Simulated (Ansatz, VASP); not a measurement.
# One calculation of KBr, two programs

File INCAR:

```
PREC = Accurate
ENCUT = 520
EDIFF = 1E-6
ISMEAR = 0
SIGMA = 0.05
LREAL = F
LASPH = T
NELM = 80
ALGO = Normal
ISIF = 2
LWAVE = F
LCHARG = F
GGA = PE
NBANDS = 15
```

KPOINTS

```
Automatic mesh
0
Gamma
  6 6 6
```

File POSCAR:

```
KBr
1.0
    0.0000000000      3.2925000000      3.4571250000
    3.2925000000      0.0000000000      3.4571250000
    3.2925000000      3.2925000000      0.0000000000
K Br
1 1
Direct
    0.0000000000      0.0000000000      0.0000000000
    0.5000000000      0.5000000000      0.5000000000
```

Input for Ansatz:

```yaml
crystal:
  lattice:
    - [0.0, 3.2925, 3.457125]
    - [3.2925, 0.0, 3.457125]
    - [3.2925, 3.2925, 0.0]
  atoms:
    - { symbol: K, position: [0.0, 0.0, 0.0] }
    - { symbol: Br, position: [0.5, 0.5, 0.5] }
basis:
  ecutwfc: 420
kpoints:
  mp_grid: { grid: [6, 6, 6] }
hamiltonian:
  xc: pbe
scf:
  occupations: { method: gaussian, width: 0.05 }
output:
  forces: true
  stress: true
  eigenvalues: true
```

Change from the starting cell: strain +0.000 along x and y, +0.050 along z, atoms carried along.

Alike in both runs: task single point; functional PBE; k mesh 6 × 6 × 6; occupations gaussian, width 0.05 eV; no spin polarisation.

|  | VASP | Ansatz |
| --- | --- | --- |
| version | VASP 6.6.1 | Ansatz 0.2.0 |
| potentials or method | VASP PAW PBE potentials, release 64 (K_sv, Br), cutoff 520 eV | scalar-relativistic, plane waves, PAW |
| valence electrons in the cell | 16 | 16 |

|  | VASP | Ansatz | Ansatz less VASP |
| --- | --- | --- | --- |
| gap on the k mesh at the Fermi level (eV) | 4.32 | 4.32 | +0.001 |
| least direct gap on the mesh (eV) | 4.32 | 4.32 | +0.001 |
| pressure (GPa) | 0.2 | 0.2 | -0.03 |
| traceless stress, the component that is largest in VASP (GPa) | -0.79 | -0.77 | +0.013 |

With one functional, cell and mesh, what is left measures potentials, basis and numerics.
